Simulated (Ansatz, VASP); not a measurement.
## SrO in VASP and in Ansatz

File POSCAR:

```
SrO
1.0
    0.0000000000      2.5542472769      2.5542472769
    2.5542472769      0.0000000000      2.5542472769
    2.5542472769      2.5542472769      0.0000000000
Sr O
1 1
Direct
    0.5000000000      0.5000000000      0.5000000000
    0.0000000000      0.0000000000      0.0000000000
```

INCAR.step1

```
SYSTEM = SrO
ALGO = Normal
EDIFF = 1E-4
ENCUT = 520
GGA = PE
ISMEAR = 0
LASPH = .TRUE.
LCHARG = .FALSE.
LREAL = .FALSE.
LWAVE = .TRUE.
NBANDS = 15
NELM = 100
PREC = Accurate
SIGMA = 0.02
```

INCAR.step2

```
SYSTEM = SrO
ALGO = Normal
EDIFF = 1E-6
ENCUT = 520
ISIF = 2
ISMEAR = 0
ISTART = 1
LASPH = .TRUE.
LCHARG = .FALSE.
LMIXTAU = .TRUE.
LREAL = .FALSE.
LWAVE = .FALSE.
METAGGA = R2SCAN
NBANDS = 15
NELM = 100
PREC = Accurate
SIGMA = 0.02
```

File KPOINTS:

```
k-points
0
G
  8 8 8
  0 0 0
```

Input for Ansatz:

```yaml
crystal:
  lattice:
    - [0.0, 2.5542472769, 2.5542472769]
    - [2.5542472769, 0.0, 2.5542472769]
    - [2.5542472769, 2.5542472769, 0.0]
  atoms:
    - { symbol: Sr, position: [0.5, 0.5, 0.5] }
    - { symbol: O, position: [0.0, 0.0, 0.0] }
basis:
  ecutwfc: 500
kpoints:
  mp_grid: { grid: [8, 8, 8] }
hamiltonian:
  xc: r2scan
scf:
  occupations: { method: gaussian, width: 0.02 }
output:
  forces: true
  stress: true
  eigenvalues: true
```

Alike in both runs: task single point; functional r2SCAN; k mesh 8 × 8 × 8; occupations gaussian, width 0.02 eV; no spin polarisation.

|  | VASP | Ansatz |
| --- | --- | --- |
| version | VASP 6.6.1 | Ansatz 0.2.0 |
| potentials or method | VASP PAW PBE potentials, release 64 (Sr_sv, O), cutoff 520 eV | scalar-relativistic, plane waves, PAW |
| valence electrons in the cell | 16 | 16 |

VASP gave:

```
gap on the k mesh at the Fermi level (eV) : 3.73
least direct gap on the mesh (eV)         : 3.80
pressure (GPa)                            : 3.6
```

**Question.** Estimate Ansatz's values.

**Answer.** gap on the k mesh at the Fermi level (eV): 3.79; least direct gap on the mesh (eV): 3.84; pressure (GPa): 3.0.

VASP's potentials were made for PBE, not for r2SCAN. The functional is the same, so the differences come from potentials, cutoffs and numerics.
